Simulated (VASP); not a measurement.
## Mg: vibrations by perturbation theory with LDA

Crystal: Mg.

```
Mg
1.0
     3.14649    0.00000    0.00000
    -1.57325    2.72494    0.00000
     0.00000    0.00000    5.04925
Mg
2
Direct
  0.33333 0.66667 0.25000
  0.66667 0.33333 0.75000
```

```yaml
Program: VASP 6.6.1
Task: vibrations by perturbation theory
Functional: LDA
Potentials_or_basis: VASP PAW LDA potentials, release 64 (Mg)
Cutoff: 520 eV
k_mesh: 12 × 12 × 8
Occupations: fermi-dirac, width 0.15 eV
Spin: no spin polarisation
Dipole_correction: no
Further_INCAR_settings: ALGO = Fast; EDIFF = 1e-08; IBRION = 8; NSW = 1
```

```yaml
Highest_phonon_frequency_at_Γ: 262 cm⁻¹
```

Phonon frequencies in cm⁻¹ (negative: imaginary):
```
              q point        frequencies
(0.000, 0.000, 0.000)  0 0 0 132 132 262
```

Wall time 94 s on 1 thread of AMD EPYC 7R13 Processor (Zen 3), with other jobs on the host, peak memory 0.3 GiB.
